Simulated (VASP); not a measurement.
A run of VASP 6.6.1:

The input INCAR:

```
PREC = Accurate
ENCUT = 520
EDIFF = 1E-6
ISMEAR = 0
SIGMA = 0.02
LREAL = F
LASPH = T
NELM = 80
ALGO = Normal
ISIF = 2
LWAVE = F
LCHARG = F
GGA = PE
NBANDS = 16
```

KPOINTS

```
regular mesh
0
Gamma
  12 12 6
```

The input POSCAR:

```
SiC
1.0
    3.0919365178      0.0000000000      0.0000000000
   -1.5459682589      2.6776955713      0.0000000000
    0.0000000000      0.0000000000      4.7698347516
Si C
2 2
Direct
    0.3333333333      0.6666666667      0.4949581194
    0.6666666667      0.3333333333      0.9949581194
    0.3333333333      0.6666666667      0.8800418806
    0.6666666667      0.3333333333      0.3800418806
```

Potentials or basis: VASP PAW PBE potentials, release 64 (Si, C).

Command:

```console
$ cat potpaw_PBE.64/Si/POTCAR potpaw_PBE.64/C/POTCAR > POTCAR
$ mpirun -np 1 vasp_std > vasp.out
```

Hardware: 1 thread of AMD EPYC 7R13 (shared host).

How long does it take, and how much memory?

Run time: 97 s on 1 thread of AMD EPYC 7R13, on a shared host, peak memory 0.14 GiB. Counts: scf iterations 12, k points 76.
